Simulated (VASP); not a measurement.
A run of VASP 6.6.1:

The input POSCAR:

```
Mg3Sb2
1.0
    4.6251283931      0.0000000000      0.0000000000
   -2.3125641966      4.0054786841      0.0000000000
    0.0000000000      0.0000000000      7.3489727756
Sb Mg
2 3
Direct
    0.3333333333      0.6666666667      0.2309069721
    0.6666666667      0.3333333333      0.7690930279
    0.0000000000      0.0000000000      0.0000000000
    0.3333333333      0.6666666667      0.6339490347
    0.6666666667      0.3333333333      0.3660509653
```

Contents of INCAR.step1:

```
SYSTEM = Mg3Sb2
PREC = Accurate
ENCUT = 660
ISMEAR = 0
SIGMA = 0.05
LREAL = .FALSE.
LASPH = .TRUE.
NELM = 120
NBANDS = 16
GGA = PE
ALGO = Normal
EDIFF = 1E-5
LWAVE = .TRUE.
LCHARG = .FALSE.
GGA_COMPAT = .FALSE.
```

Contents of INCAR.step2:

```
SYSTEM = Mg3Sb2
PREC = Accurate
ENCUT = 660
EDIFF = 1E-6
ISMEAR = 0
SIGMA = 0.05
LREAL = .FALSE.
LASPH = .TRUE.
NELM = 120
ALGO = Normal
ISIF = 2
LWAVE = .FALSE.
LCHARG = .TRUE.
METAGGA = R2SCAN
LMIXTAU = .TRUE.
LELF = .TRUE.
LVHAR = .TRUE.
NBANDS = 16
ISTART = 1
GGA_COMPAT = .FALSE.
```

File KPOINTS:

```
regular mesh
0
G
  6 6 4
  0 0 0
```

Potentials or basis: VASP PAW PBE potentials, release 64 (Sb, Mg).

Command:

```sh
$ cat potpaw_PBE.64/Sb/POTCAR potpaw_PBE.64/Mg/POTCAR > POTCAR
$ cp INCAR.step1 INCAR
$ mpirun -np 1 vasp_std > vasp.out
$ cp INCAR.step2 INCAR
$ mpirun -np 1 vasp_std > vasp.out
```

Hardware: 1 thread of Oxide Virtual Turin-like Processor (shared host).

Task: Estimate the wall time of this run.

Result: It took 6.3 min on 1 thread of Oxide Virtual Turin-like Processor (shared host), peak memory 0.35 GiB. Counts: k points 24.
